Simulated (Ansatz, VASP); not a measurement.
# Two plane-wave programs on Na

File INCAR:

```
ALGO = Normal ; EDIFF = 1E-6
ENCUT = 500 ; GGA = PE
GGA_COMPAT = F ; ISIF = 2
ISMEAR = -1 ; LASPH = T
LCHARG = F ; LREAL = F
LWAVE = F ; NBANDS = 14
NELM = 120 ; PREC = Accurate
SIGMA = 0.1
```

The input KPOINTS:

```
k-points
0
Gamma
  11 11 6
```

The input POSCAR:

```
Na
1.0
    3.8887427644      0.0000000000      0.0000000000
   -1.9443713822      3.3677500228      0.0000000000
    0.0000000000      0.0000000000      6.3498828721
Na
2
Direct
    0.3333333333      0.6666666667      0.2500000000
    0.6666666667      0.3333333333      0.7500000000
```

Input for Ansatz:

```yaml
crystal:
  lattice:
    - [3.8887427644, 0.0, 0.0]
    - [-1.9443713822, 3.3677500228, 0.0]
    - [0.0, 0.0, 6.3498828721]
  atoms:
    - { symbol: Na, position: [0.3333333333, 0.6666666667, 0.25] }
    - { symbol: Na, position: [0.6666666667, 0.3333333333, 0.75] }
hamiltonian:
  xc: pbe
  pseudopotentials:
    kind: paw
    azcp:
      Na: "pseudopotentials/Na.paw.azcp"
basis:
  ecutwfc: 420
  fft_grid_basis: typed
kpoints:
  mp_grid: { grid: [11, 11, 6], shift: [0, 0, 0] }
magnetization:
  spin_polarized: false
scf:
  occupations: { method: fermi_dirac, width: 0.1 }
  lower_state_search: "off"
output:
  stress: true
```

Alike in both runs: task single point; functional PBE; k mesh 11 × 11 × 6; occupations fermi-dirac, width 0.1 eV; no spin polarisation.

|  | VASP | Ansatz |
| --- | --- | --- |
| version | VASP 6.6.1 | Ansatz 0.2.0 |
| potentials or method | VASP PAW PBE potentials, release 64 (Na_pv), cutoff 500 eV | plane waves (420 eV) with PAW, scalar-relativistic |
| valence electrons in the cell | 14 | 18 |

|  | VASP | Ansatz | Ansatz less VASP |
| --- | --- | --- | --- |
| pressure (GPa) | -0.7 | -0.7 | 0.00 |
| traceless stress, the component that is largest in VASP (GPa) | 0.07 | 0.07 | +0.002 |

VASP's potentials hold 14 valence electrons a cell and Ansatz's 18, so a difference there can come from the potentials and not from the codes.
